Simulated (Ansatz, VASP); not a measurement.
**Two plane-wave programs on Te5Mo**

```
Te Mo
1.0
     8.34310    0.00000    0.00000
    -4.17155    7.22533    0.00000
     0.00000    0.00000    3.25866
Te Mo
5 1
Cartesian
  -1.0799 1.8704 1.6293
  3.0917 5.3550 1.6293
  2.1597 0.0000 1.6293
  4.1715 2.4084 0.0000
  0.0000 4.8169 0.0000
  0.0000 0.0000 0.0000
```

Change from the starting cell: species swapped into the MgZn5 type (P-62m, No. 189).

Alike in both runs: functional PBE; k mesh 6 × 6 × 12; occupations gaussian, width 0.1 eV; no spin polarisation.

Ansatz relaxed the structure, and its values are those at the end. VASP's run is a single point on that final structure, the one shown.

|  | VASP | Ansatz |
| --- | --- | --- |
| version | VASP 6.6.1 | Ansatz 0.2.0 |
| potentials or method | VASP PAW PBE potentials, release 64 (Te, Mo_sv), cutoff 520 eV | scalar-relativistic, plane waves, PAW |
| valence electrons in the cell | 44 | 94 |

|  | VASP | Ansatz | Ansatz less VASP |
| --- | --- | --- | --- |
| gap on the k mesh at the Fermi level (eV) | none | none | - |
| pressure (GPa) | 0.0 | 0.0 | +0.03 |

A gap of «none» marks a metal or a gap that the smearing closes. VASP's potentials hold 44 valence electrons a cell and Ansatz's 94, so a difference there can come from the potentials and not from the codes.

Neither program's run includes spin-orbit coupling.
